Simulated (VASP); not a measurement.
Here is a VASP 6.6.1 calculation.

Contents of INCAR:

```
SYSTEM = BN
ALGO = Normal ; EDIFF = 1E-7
ENCUT = 520 ; GGA = PE
ISIF = 2 ; ISMEAR = 0
LASPH = .True. ; LCHARG = .False.
LREAL = .False. ; LWAVE = .False.
NBANDS = 11 ; NELM = 60
PREC = Accurate ; SIGMA = 0.02
```

File KPOINTS:

```
k-points
0
Gamma
  12 12 12
  0 0 0
```

Contents of POSCAR:

```
BN
1.0
    1.2638035484      0.7296585746      3.4815358026
   -1.2965421136      0.7797034459      3.4829620814
    0.0269708473     -1.5127012256      3.4829640541
B N
1 1
Direct
    1.0701443324      0.9670170865      0.9670170865
    0.2622886676      0.3654159135      0.3654159135
```

Potentials or basis: VASP PAW PBE potentials, release 64 (B, N).

Run with:

```bash
$ cat potpaw_PBE.64/B/POTCAR potpaw_PBE.64/N/POTCAR > POTCAR
$ mpirun -np 1 vasp_std > vasp.out
```

**Question.** Predict the pressure.

**Answer.** -5.3 GPa.

**Question.** Estimate the band gap on the k mesh.

**Answer.** 1.68 eV, indirect (least direct gap 3.30 eV).

**Question.** Estimate the largest force.

**Answer.** 5.085 eV/Å.

Forces in eV/Å, atoms in the order of the input:
```
B   -4.393 -2.536 -0.357
N    4.393  2.536  0.357
```

Caveat: the cell differs from its parent crystal (strained and its atoms moved); forces of over 1 eV/Å act on the atoms, so gaps and moduli don't describe the material at rest. A k mesh can miss the band edges.
